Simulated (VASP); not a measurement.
Runs of VASP 6.6.1 on Re. The structure is that of space group P6_3/mmc (No. 194), or close to it. The cells are those of the table. 

```tsv
cell	k mesh	smearing	gap on the mesh (eV)	pressure (GPa)
a = 2.760, b = 2.760, c = 4.457 Å, angles 90.0, 90.0, 120.0°, 2 atoms	13 × 13 × 7	fermi-dirac 1 eV	none	19.4
a = 2.760, b = 2.760, c = 4.457 Å, angles 90.0, 90.0, 120.0°, 2 atoms	13 × 13 × 7	gaussian 0.3 eV	none	0.2
a = 2.760, b = 2.760, c = 4.457 Å, angles 90.0, 90.0, 120.0°, 2 atoms	13 × 13 × 7	methfessel-paxton 0.01 eV	none	-0.1
a = 2.760, b = 2.760, c = 4.457 Å, angles 90.0, 90.0, 120.0°, 2 atoms	13 × 13 × 7	methfessel-paxton 0.1 eV	none	-0.2
a = 2.796, b = 2.796, c = 4.516 Å, angles 90.0, 90.0, 120.0°, 2 atoms	21 × 21 × 12	fermi-dirac 0.1 eV	none	-14.1
a = 2.760, b = 2.760, c = 4.457 Å, angles 90.0, 90.0, 120.0°, 2 atoms	13 × 13 × 7	gaussian 0.2 eV	none	(b)
a = 2.684, b = 2.684, c = 4.335 Å, angles 90.0, 90.0, 120.0°, 2 atoms	21 × 21 × 12	fermi-dirac 0.1 eV	none	39.7
a = 2.760, b = 2.760, c = 4.457 Å, angles 90.0, 90.0, 120.0°, 2 atoms	13 × 13 × 7	gaussian 0.1 eV	none	-0.2
a = 2.760, b = 2.760, c = 4.457 Å, angles 90.0, 90.0, 120.0°, 2 atoms	13 × 13 × 7	fermi-dirac 0.6 eV	none	(a)
a = 2.760, b = 2.760, c = 4.457 Å, angles 90.0, 90.0, 120.0°, 2 atoms	13 × 13 × 7	gaussian 0.03 eV	none	-0.1
a = 2.760, b = 2.760, c = 4.457 Å, angles 90.0, 90.0, 120.0°, 2 atoms	21 × 21 × 12	fermi-dirac 0.1 eV	none	0.1
a = 2.760, b = 2.760, c = 4.457 Å, angles 90.0, 90.0, 120.0°, 2 atoms	13 × 13 × 7	methfessel-paxton 0.03 eV	none	-0.1
```

Alike in all rows: task single point; level r2SCAN; potentials or basis VASP PAW PBE potentials, release 64 (Re); no spin polarisation; cutoff (eV) 520.

Q: Fill in the values left out.

A: (a) 6.7; (b) 0.0.

Caveats: the PAW data sets were made with another functional, which shifts forces and pressure a little; spin-orbit coupling is left out, which moves the levels of the heavy elements; the cell stands under pressure (at least some runs); so wide a smearing shifts energies and pressures (at least some runs); the cell stands under tension (at least some runs).

A k mesh can miss the band edges, and the runs leave out spin-orbit coupling on Re.

A gap of «none» marks levels without a gap at the run's occupations.
